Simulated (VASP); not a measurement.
Here is a VASP 6.6.1 calculation.

File POSCAR:

```
CdSe
1.0
    0.0000000000      2.5478982465      2.5478982465
    2.5478982465      0.0000000000      2.5478982465
    2.5478982465      2.5478982465      0.0000000000
Cd Se
1 1
Direct
    0.0000000000      0.0000000000      0.0000000000
    0.5000000000      0.5000000000      0.5000000000
```

INCAR.step1

```
SYSTEM = CdSe
PREC = Accurate ; ENCUT = 520
ISMEAR = -1 ; SIGMA = 0.05
LREAL = .FALSE. ; LASPH = .TRUE.
NELM = 60 ; NBANDS = 16
GGA = PE ; ALGO = Normal
EDIFF = 1E-4 ; LWAVE = .TRUE.
LCHARG = .FALSE.
```

The input INCAR.step2:

```
SYSTEM = CdSe
PREC = Accurate ; ENCUT = 520
EDIFF = 1E-7 ; ISMEAR = -1
SIGMA = 0.05 ; LREAL = .FALSE.
LASPH = .TRUE. ; NELM = 60
ALGO = Normal ; ISIF = 2
LWAVE = .FALSE. ; LCHARG = .TRUE.
METAGGA = R2SCAN ; LMIXTAU = .TRUE.
LELF = .TRUE. ; LVHAR = .TRUE.
NBANDS = 16 ; ISTART = 1
```

File KPOINTS:

```
regular mesh
0
G
  12 12 12
  0 0 0
```

Potentials or basis: VASP PAW PBE potentials, release 64 (Cd, Se).

Run with:

```bash
$ cat potpaw_PBE.64/Cd/POTCAR potpaw_PBE.64/Se/POTCAR > POTCAR
$ cp INCAR.step1 INCAR
$ mpirun -np 1 vasp_std > vasp.out
$ cp INCAR.step2 INCAR
$ mpirun -np 1 vasp_std > vasp.out
```

Question: What does it give for the pressure?

Answer: 51.3 GPa.

Question: What does it give for the band gap on the k mesh?

Answer: Zero (band 9 reaches 6.08 eV, above the bottom of band 10 at 5.82 eV).

Caveat: the PAW data sets were made with another functional, which shifts forces and pressure a little.
